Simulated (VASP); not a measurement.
Here is a VASP 6.6.1 calculation.

File INCAR:

```
SYSTEM = Ru
  PREC = Accurate
  ENCUT = 520
  EDIFF = 1E-6
  ISMEAR = 0
  SIGMA = 0.1
  LREAL = .False.
  LASPH = .True.
  NELM = 120
  ALGO = Normal
  ISIF = 2
  LWAVE = .False.
  LCHARG = .True.
  LDIPOL = .True.
  IDIPOL = 3
  DIPOL = 0.5 0.5 0.303
  GGA = PE
  LELF = .True.
  LVHAR = .True.
  LVACPOTAV = .True.
  NBANDS = 23
  GGA_COMPAT = .False.
  NELMDL = -8
```

Contents of KPOINTS:

```
regular mesh
0
Gamma
  24 24 1
  0 0 0
```

Contents of POSCAR:

```
Ru
1.0
    2.6344371992     -0.0000002771      0.0000000000
   -1.3172183596      2.2814896777      0.0000000000
    0.0000000000      0.0000000000     28.0234623200
Ru
2
Direct
    0.0000000000      0.0000000000      0.3433189452
    0.0000000000      0.0000000000      0.2633155886
```

Potentials or basis: VASP PAW PBE potentials, release 64 (Ru_sv).

Run with:

```sh
$ cat potpaw_PBE.64/Ru_sv/POTCAR > POTCAR
$ mpirun -np 1 vasp_std > vasp.out
```

(1) Estimate the band gap on the k mesh.

(2) Predict the largest force.

## Answers

(1) zero (bands 16 and 17 overlap by 2.84 eV).

(2) 0.207 eV/Å.
